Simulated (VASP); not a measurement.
Here is a VASP 6.6.1 calculation.

POSCAR

```
Ti
1.0
   -1.6205174555      1.6205174555      1.6205174555
    1.6205174555     -1.6205174555      1.6205174555
    1.6205174555      1.6205174555     -1.6205174555
Ti
1
Direct
    0.0000000000      0.0000000000      0.0000000000
```

The input INCAR.step1:

```
SYSTEM = Ti
PREC = Accurate
ENCUT = 600
ISMEAR = 0
SIGMA = 0.1
LREAL = .False.
LASPH = .True.
NELM = 80
GGA = PE
ALGO = Normal
EDIFF = 1E-4
LWAVE = .True.
LCHARG = .False.
```

The input INCAR.step2:

```
SYSTEM = Ti
PREC = Accurate
ENCUT = 600
EDIFF = 1E-6
ISMEAR = 0
SIGMA = 0.1
LREAL = .False.
LASPH = .True.
NELM = 80
ALGO = Normal
ISIF = 3
LWAVE = .False.
LCHARG = .False.
METAGGA = R2SCAN
LMIXTAU = .True.
IBRION = 2
NSW = 70
EDIFFG = -0.008
PSTRESS = 10.0
ISTART = 1
```

File KPOINTS:

```
Automatic mesh
0
Gamma
  18 18 18
  0 0 0
```

Potentials or basis: VASP PAW PBE potentials, release 64 (Ti_sv).

Run with:

```bash
$ cat potpaw_PBE.64/Ti_sv/POTCAR > POTCAR
$ cp INCAR.step1 INCAR
$ mpirun -np 1 vasp_std > vasp.out
$ cp INCAR.step2 INCAR
$ mpirun -np 1 vasp_std > vasp.out
```

Problem. Estimate the space group after relaxing (to 0.05 Å).

Solution. Im-3m (No. 229).

Problem. What does it give for the band gap on the k mesh?

Solution. Zero (band 6 reaches 9.45 eV, above the bottom of band 7 at 7.60 eV).

Final structure:
```
Ti
1.0
    -1.62282    1.62282    1.62282
     1.62282   -1.62282    1.62282
     1.62282    1.62282   -1.62282
Ti
1
Direct
  0.00000 0.00000 0.00000
```

Caveat: the cell is relaxed towards a set pressure, so the enthalpy falls and the energy may rise. Zero-point motion and thermal expansion aren't in these numbers.
